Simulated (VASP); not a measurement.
# Te (Fm-3m) in VASP: notebook

Te is run at these levels: LDA; tasks: single point.

Program: VASP 6.6.1. These are calculated values, not measurements. Logs are shortened: lines on timing, memory, paths and dates and some standing lists are left out, and cuts for length are marked.

## Step 1: The cell of the first run

It takes space group Fm-3m (No. 225, cubic). Conventional cell: a = 4.729 Å, b = 4.729 Å, c = 4.729 Å, α = 90.00°, β = 90.00°, γ = 90.00°. Within 4.4 Å of Te (site symmetry m-3m) lie 12 Te at 3.34 Å.

This isn't the form of Te at room conditions, which is trigonal, of chains.

## Step 2: Single point, LDA

The input, INCAR:

```
SYSTEM = Te
ALGO = Normal ; EDIFF = 1E-6
ENCUT = 520 ; GGA = CA
ISIF = 2 ; ISMEAR = -1
LASPH = .TRUE. ; LCHARG = .FALSE.
LREAL = .FALSE. ; LWAVE = .FALSE.
NBANDS = 9 ; NELM = 100
PREC = Accurate ; SIGMA = 0.1
```

The input, KPOINTS:

```
k-points
0
G
  19 19 19
  0 0 0
```

The input, POSCAR:

```
Te
1.0
    0.0000000000      2.3644590207      2.3644590207
    2.3644590207      0.0000000000      2.3644590207
    2.3644590207      2.3644590207      0.0000000000
Te
1
Direct
    0.0000000000      0.0000000000      0.0000000000
```

Potentials or basis: VASP PAW LDA potentials, release 64 (Te).

The run is started by

```console
> cat potpaw_LDA.64/Te/POTCAR > POTCAR
> mpirun -np 1 vasp_std > vasp.out
```

OUTCAR:

```text
SYSTEM = Te
   EDIFF = 1E-6
   ENCUT = 520
   GGA = CA
   ISIF = 2
   ISMEAR = -1
   LASPH = .TRUE.
   LREAL = .FALSE.
   NELM = 100
   PREC = Accurate

 ion  position               nearest neighbor table
   1  0.000  0.000  0.000-

  LATTYP: Found a face centered cubic cell.
 ALAT       =     4.7289180414

  Lattice vectors:

 A1 = (   0.0000000000,   2.3644590207,   2.3644590207)
 A2 = (   2.3644590207,   0.0000000000,   2.3644590207)
 A3 = (   2.3644590207,   2.3644590207,   0.0000000000)

Analysis of symmetry for initial positions (statically):
=====================================================================
 Subroutine PRICEL returns:
 Original cell was already a primitive cell.

 Routine SETGRP: Setting up the symmetry group for a
 face centered cubic supercell.

 Subroutine GETGRP returns: Found 48 space group operations
 (whereof 48 operations were pure point group operations)
 out of a pool of 48 trial point group operations.

The static configuration has the point symmetry O_h .

Analysis of symmetry for dynamics (positions and initial velocities):
=====================================================================
 Subroutine PRICEL returns:
 Original cell was already a primitive cell.

 Routine SETGRP: Setting up the symmetry group for a
 face centered cubic supercell.

 Subroutine GETGRP returns: Found 48 space group operations
 (whereof 48 operations were pure point group operations)
 out of a pool of 48 trial point group operations.

The dynamic configuration has the point symmetry O_h .

 Subroutine INISYM returns: Found 48 space group operations
 (whereof 48 operations are pure point group operations),
 and found     1 'primitive' translations

----------------------------------------------------------------------------------------

                                     Primitive cell

  volume of cell :      26.4378

  direct lattice vectors                    reciprocal lattice vectors
     0.000000000  2.364459021  2.364459021    -0.211464862  0.211464862  0.211464862
     2.364459021  0.000000000  2.364459021     0.211464862 -0.211464862  0.211464862
     2.364459021  2.364459021  0.000000000     0.211464862  0.211464862 -0.211464862

  length of vectors
     3.343850015  3.343850015  3.343850015     0.366267885  0.366267885  0.366267885

  position of ions in fractional coordinates (direct lattice)
     0.000000000  0.000000000  0.000000000

  ion indices of the primitive-cell ions
   primitive index   ion index
                 1           1

----------------------------------------------------------------------------------------

 KPOINTS: k-points

Automatic generation of k-mesh.
 Grid dimensions read from file:
 generate k-points for:   19   19   19

 Generating k-lattice:

  Cartesian coordinates                     Fractional coordinates (reciprocal lattice)
    -0.011129730  0.011129730  0.011129730     0.052631579  0.000000000  0.000000000
     0.011129730 -0.011129730  0.011129730     0.000000000  0.052631579  0.000000000
     0.011129730  0.011129730 -0.011129730     0.000000000  0.000000000  0.052631579

  Length of vectors
     0.019277257  0.019277257  0.019277257

  Shift w.r.t. Gamma in fractional coordinates (k-lattice)
     0.000000000  0.000000000  0.000000000

 Subroutine IBZKPT returns following result:
 ===========================================

 Found    220 irreducible k-points:

 Following reciprocal coordinates:
            Coordinates               Weight
  0.000000  0.000000  0.000000      1.000000
  0.052632  0.000000  0.000000      8.000000
  0.105263  0.000000  0.000000      8.000000
  0.157895  0.000000  0.000000      8.000000
  0.210526  0.000000  0.000000      8.000000
  0.263158  0.000000  0.000000      8.000000
[... 16 lines left out ...]
 -0.315789  0.052632  0.000000     24.000000
 -0.263158  0.052632  0.000000     24.000000
 [... further k-points ...]
   k-points           NKPTS =    220   k-points in BZ     NKDIM =    220   number of bands    NBANDS=      9
   number of dos      NEDOS =    301   number of ions     NIONS =      1
   total plane-waves  NPLWV =  21952
   dimension x,y,z NGX =    28 NGY =   28 NGZ =   28
   dimension x,y,z NGXF=    56 NGYF=   56 NGZF=   56
   ions per type =               1
   NGX,Y,Z   is equivalent  to a cutoff of  13.92, 13.92, 13.92 a.u.
   NGXF,Y,Z  is equivalent  to a cutoff of  27.84, 27.84, 27.84 a.u.
 SYSTEM =  Te
   PREC   = accura    normal or accurate (medium, high low for compatibility)
   ISTART =      0    job   : 0-new  1-cont  2-samecut
   ICHARG =      2    charge: 1-file 2-atom 10-const
   ISPIN  =      1    spin polarized calculation?
   LNONCOLLINEAR =      F non collinear calculations
   LSORBIT =      F    spin-orbit coupling
   LASPH  =      T    aspherical Exc in radial PAW
   ENCUT  =  520.0 eV  38.22 Ry    6.18 a.u.   6.22  6.22  6.22*2*pi/ulx,y,z
   NELM   =    100;   NELMIN=  2; NELMDL= -5     # of ELM steps
   EDIFF  = 0.1E-05   stopping-criterion for ELM
   LREAL  =      F    real-space projection
   EDIFFG = 0.1E-04   stopping-criterion for IOM
   NSW    =      0    number of steps for IOM
   IBRION =     -1    ionic relax: 0-MD 1-quasi-New 2-CG
   NFREE  =      0    steps in history (QN), initial steepest desc. (CG)
   ISIF   =      2    stress and relaxation
   ISYM   =      2    0-nonsym 1-usesym 2-fastsym
   POTIM  = 0.5000    time-step for ionic-motion
   TEBEG  =    0.0;   TEEND  =   0.0 temperature during run
   PSTRESS=    0.0 pullay stress
   NELECT =       6.0000    total number of electrons
   NUPDOWN=      -1.0000    fix difference up-down
   EMIN   =  10.00;   EMAX   =-10.00  energy-range for DOS
   EFERMI =   0.00;   METHOD = LEGACY
   ISMEAR =    -1;   SIGMA  =   0.10  broadening in eV -4-tet -1-fermi 0-gaus
   EFERMI_NEDOS =   21; number of points for ismear=-14 and -15
   IALGO  =     38    algorithm
   IMIX   =      4    mixing-type and parameters
     AMIX     =   0.40;   BMIX     =  1.00
     AMIX_MAG =   1.60;   BMIX_MAG =  1.00
  volume/ion in A,a.u.               =      26.44       178.41
  Fermi-wavevector in a.u.,A,eV,Ry     =   0.998581  1.887045 13.567250  0.997165
  Thomas-Fermi vector in A             =   2.130814
   LORBIT       =      0    0 simple, 1 ext, 2 COOP (PROOUT), +10 PAW based schemes
   GGA     = CA    functional components
   LHFCALC =     F    Hartree Fock is set to
   AEXX    =    0.0000 exact exchange contribution
   IVDW    =     0    specifies the selected vdW correction
   LEPSILON=     F    determine dielectric tensor
   LRPA    =     F    only Hartree local field effects (RPA)
 non-spin polarized calculation
  energy-cutoff  :      520.00
  volume of cell :       26.44
 maximum number of plane-waves:       725
 NGX is ok and might be reduce to    28
   NGX = 13   NGY = 13   NGZ = 13

 number of electron       6.0000000 magnetization

 Free energy of the ion-electron system (eV)
  ---------------------------------------------------
  ext. energy  EPLUGINS =         0.00000000
  ---------------------------------------------------
  free energy    TOTEN  =        -3.49731470 eV

  energy without entropy =       -3.46963654  energy(sigma->0) =       -3.48347562

 E-fermi :   8.7108     XC(G=0): -10.5605

 val. band max:        8.6764268193   @ k =  -0.3684   0.3684   0.0000
 cond. band min:       8.7276915917   @ k =   0.3158   0.3158   0.0000
 fundamental gap:      0.0512647724
 Fermi energy:         8.7108159868

 k-point     1 :       0.0000    0.0000    0.0000
  band No.  band energies     occupation
      1      -5.7147      2.00000
      2      12.0845      0.00000
      3      12.0845      0.00000
      4      12.0845      0.00000
      5      18.3076      0.00000
      6      18.3076      0.00000
      7      18.3076      0.00000
      8      19.2380      0.00000
      9      19.2488      0.00000

 k-point     2 :       0.0526    0.0000    0.0000
  band No.  band energies     occupation
      1      -5.6630      2.00000
      2      11.6331      0.00000
      3      12.0284      0.00000
      4      12.0284      0.00000
      5      17.8369      0.00000
      6      18.4109      0.00000
      7      18.4109      0.00000
      8      19.5016      0.00000
      9      20.0451      0.00000

 k-point     3 :       0.1053    0.0000    0.0000
  band No.  band energies     occupation
      1      -5.5084      2.00000
      2      10.5285      0.00000
      3      11.8751      0.00000
      4      11.8751      0.00000
      5      17.2877      0.00000
      6      18.6792      0.00000
      7      18.6792      0.00000
      8      20.1290      0.00000
      9      21.3307      0.00000

 k-point     4 :       0.1579    0.0000    0.0000
  band No.  band energies     occupation
      1      -5.2532      2.00000
      2       9.1424      0.02637
      3      11.6600      0.00000
      4      11.6600      0.00000
      5      16.8533      0.00000
      6      18.9523      0.00000
      7      18.9523      0.00000
      8      20.9275      0.00000
      9      21.1169      0.00000

 k-point     5 :       0.2105    0.0000    0.0000
  band No.  band energies     occupation
      1      -4.9020      2.00000
      2       7.6860      1.99993
      3      11.4209      0.00000
      4      11.4209      0.00000
      5      16.5207      0.00000
      6      18.9280      0.00000
      7      18.9280      0.00000
      8      20.8843      0.00000
      9      21.1721      0.00000

 k-point     6 :       0.2632    0.0000    0.0000
  band No.  band energies     occupation
      1      -4.4636      2.00000
      2       6.2631      2.00000
      3      11.1881      0.00000
      4      11.1881      0.00000
      5      16.2773      0.00000
      6      18.5956      0.00000
      7      18.5956      0.00000
      8      20.2363      0.00000
      9      21.7827      0.00000
[... 169 lines left out ...]
 k-point    21 :      -0.4211    0.0526    0.0000
  band No.  band energies     occupation
      1      -2.7195      2.00000
      2       2.6392      2.00000
      3      10.1928      0.00000
      4      10.6967      0.00000
      5      16.2648      0.00000
      6      17.0895      0.00000
      7      17.6522      0.00000
      8      19.5851      0.00000
      9      24.6304      0.00000

 k-point    22 :      -0.3684    0.0526    0.0000
  band No.  band energies     occupation
      1      -3.1893      2.00000
      2       3.4617      2.00000
      3      10.2114      0.00000
      4      10.8831      0.00000
      5      16.3073      0.00000
      6      17.3614      0.00000
      7      17.7560      0.00000
      8      19.8590      0.00000
      9      23.4350      0.00000

 k-point    23 :      -0.3158    0.0526    0.0000
  band No.  band energies     occupation
      1      -3.7320      2.00000
      2       4.5617      2.00000
      3      10.2989      0.00000
      4      11.1106      0.00000
      5      16.3793      0.00000
      6      17.7595      0.00000
      7      17.9742      0.00000
      8      20.2435      0.00000
      9      22.3374      0.00000

 k-point    24 :      -0.2632    0.0526    0.0000
  band No.  band energies     occupation
      1      -4.2569      2.00000
      2       5.8366      2.00000
      3      10.4534      0.00000
      4      11.3632      0.00000
      5      16.5012      0.00000
      6      18.2504      0.00000
      7      18.2890      0.00000
      8      20.6493      0.00000
      9      21.3764      0.00000

 [... further k-points ...]

------------------------ aborting loop because EDIFF is reached ----------------------------------------

  FORCE on cell =-STRESS in cart. coord.  units (eV):
  Direction    XX          YY          ZZ          XY          YZ          ZX
  --------------------------------------------------------------------------------------
  -------------------------------------------------------------------------------------
  Total       -0.0203134     -0.0203134     -0.0203134      0.0000000      0.0000000      0.0000000
  in kB       -1.2310252     -1.2310252     -1.2310252      0.0000000      0.0000000      0.0000000
  external PRESSURE =      -1.2310252 kB  Pullay stress =       0.0000000 kB

 VOLUME and BASIS-vectors are now :
 -----------------------------------------------------------------------------
  energy-cutoff  :      520.00
  volume of cell :       26.44
      direct lattice vectors                 reciprocal lattice vectors
     0.000000000  2.364459021  2.364459021    -0.211464862  0.211464862  0.211464862
     2.364459021  0.000000000  2.364459021     0.211464862 -0.211464862  0.211464862
     2.364459021  2.364459021  0.000000000     0.211464862  0.211464862 -0.211464862

 POSITION                                       TOTAL-FORCE (eV/Angst)
 -----------------------------------------------------------------------------------
      0.00000      0.00000      0.00000         0.000000      0.000000      0.000000
 -----------------------------------------------------------------------------------
    total drift:                                0.000000      0.000000      0.000000

  FREE ENERGIE OF THE ION-ELECTRON SYSTEM (eV)
  ---------------------------------------------------
  free  energy   TOTEN  =        -3.4973147004 eV

  energy  without entropy=       -3.4696365411  energy(sigma->0) =       -3.48347562
```

Run time: 60 s. Hardware: 1 thread of Intel Xeon 8259CL, shared host; peak memory 0.18 GiB.

Results:

```yaml
Free_energy: -3.4973 eV
Pressure: -0.1 GPa
Band_gap_on_the_k_mesh: zero (bands 3 and 4 overlap by 5.55 eV)
```

Caveat: spin-orbit coupling is left out, which moves the levels of the heavy elements.

## Step 3: Single point, LDA (27.50 Å³/atom)

This run uses another cell than the first one, of 27.50 Å³/atom.

The input, INCAR:

```
PREC = Accurate
ENCUT = 520
EDIFF = 1E-7
ISMEAR = -1
SIGMA = 0.1
LREAL = False
LASPH = True
NELM = 60
ALGO = Normal
ISIF = 2
LWAVE = False
LCHARG = False
NBANDS = 9
```

The input, KPOINTS:

```
Automatic mesh
0
Gamma
  19 19 19
```

The input, POSCAR:

```
Te
1.0
    0.0000000000      2.3955738918      2.3955738918
    2.3955738918      0.0000000000      2.3955738918
    2.3955738918      2.3955738918      0.0000000000
Te
1
Direct
    0.0000000000      0.0000000000      0.0000000000
```

Potentials or basis: VASP PAW LDA potentials, release 64 (Te).

The run is started by

```console
> cat potpaw_LDA.64/Te/POTCAR > POTCAR
> mpirun -np 1 vasp_std > vasp.out
```

Run time: 66 s. Hardware: 1 thread of Intel Xeon 8259CL, shared host; peak memory 0.18 GiB.

The run converged. Its results:

| Quantity | Value |
| --- | --- |
| Free energy | -3.4884 eV |
| Pressure | -2.5 GPa |
| Band gap on the k mesh | zero (bands 3 and 4 overlap by 5.20 eV) |

Levels at points of the mesh, in eV from the Fermi level:
```
           k point  band 1  band 2  band 3  band 4  band 5  band 6
(0.00, 0.00, 0.00)  -14.10    3.16    3.16    3.16    9.53    9.53
```

Caveat: spin-orbit coupling is left out, which moves the levels of the heavy elements.

## Step 4: Single point, LDA (28.55 Å³/atom)

This run uses another cell than the first one, of 28.55 Å³/atom.

The input, INCAR:

```
SYSTEM = Te
PREC = Accurate
ENCUT = 520
EDIFF = 1E-7
ISMEAR = -1
SIGMA = 0.1
LREAL = .False.
LASPH = .True.
NELM = 80
ALGO = Normal
ISIF = 2
LWAVE = .False.
LCHARG = .False.
GGA = CA
NBANDS = 9
```

The input, KPOINTS:

```
Automatic mesh
0
Gamma
  19 19 19
  0 0 0
```

The input, POSCAR:

```
Te
1.0
    0.0000000000      2.4259008314      2.4259008314
    2.4259008314      0.0000000000      2.4259008314
    2.4259008314      2.4259008314      0.0000000000
Te
1
Direct
    0.0000000000      0.0000000000      0.0000000000
```

The run is started by

```console
> cat potpaw_LDA.64/Te/POTCAR > POTCAR
> mpirun -np 1 vasp_std > vasp.out
```

It took 72 s on 1 thread of Intel Xeon 8259CL, shared host; peak memory 0.18 GiB.

It converged, with:

| Property | Result |
| --- | --- |
| Free energy | -3.4655 eV |
| Pressure | -4.4 GPa |
| Band gap on the k mesh | zero (bands 3 and 4 overlap by 4.87 eV) |

Levels at points of the mesh, in eV from the Fermi level:
| k point | band 1 | band 2 | band 3 | band 4 | band 5 | band 6 | band 7 |
| --- | --- | --- | --- | --- | --- | --- | --- |
| (0.00, 0.00, 0.00) | -13.79 | 2.97 | 2.97 | 2.97 | 9.47 | 9.47 | 9.47 |

Caveat: the cell stands under tension; spin-orbit coupling is left out, which moves the levels of the heavy elements.

## Step 5: Single point, LDA (29.61 Å³/atom)

This run uses another cell than the first one, of 29.61 Å³/atom.

The input, INCAR:

```
  ALGO = Normal
  EDIFF = 1E-6
  ENCUT = 520
  ISIF = 2
  ISMEAR = -1
  LASPH = True
  LCHARG = True
  LELF = True
  LREAL = False
  LVHAR = True
  LWAVE = False
  NBANDS = 9
  NELM = 80
  PREC = Accurate
  SIGMA = 0.1
```

The input, KPOINTS:

```
k-points
0
Gamma
  19 19 19
```

The input, POSCAR:

```
Te
1.0
    0.0000000000      2.4554879038      2.4554879038
    2.4554879038      0.0000000000      2.4554879038
    2.4554879038      2.4554879038      0.0000000000
Te
1
Direct
    0.0000000000      0.0000000000      0.0000000000
```

The run is started by

```console
> cat potpaw_LDA.64/Te/POTCAR > POTCAR
> mpirun -np 1 vasp_std > vasp.out
```

Wall time 70 s (1 thread of Intel Xeon 8259CL, shared host); peak memory 0.18 GiB.

Results (log left out):

```
Free energy            : -3.4315 eV
Pressure               : -5.9 GPa
Band gap on the k mesh : zero (bands 3 and 4 overlap by 4.58 eV)
```

Levels at points of the mesh, in eV from the Fermi level:
```tsv
k point	band 1	band 2	band 3	band 4	band 5	band 6	band 7	band 8
(0.00, 0.00, 0.00)	-13.51	2.79	2.79	2.79	9.24	9.42	9.42	9.42
```

Caveat: the cell stands under tension; spin-orbit coupling is left out, which moves the levels of the heavy elements.

## Step 6: Overview

```tsv
cell	gap on the mesh (eV)	pressure (GPa)
a = 3.344 Å, angles 60.0°, 1 atom	none	-0.1
a = 3.388 Å, angles 60.0°, 1 atom	none	-2.5
a = 3.431 Å, angles 60.0°, 1 atom	none	-4.4
a = 3.473 Å, angles 60.0°, 1 atom	none	-5.9
```

Alike in all rows: task single point; level LDA; potentials or basis VASP PAW LDA potentials, release 64 (Te); no spin polarisation; k mesh 19 × 19 × 19; cutoff (eV) 520; smearing fermi-dirac 0.1 eV.

Caveats: spin-orbit coupling is left out, which moves the levels of the heavy elements; the cell stands under tension (at least some runs).

Total energies depend on the potentials used, so only differences within one code and one set of settings carry meaning.
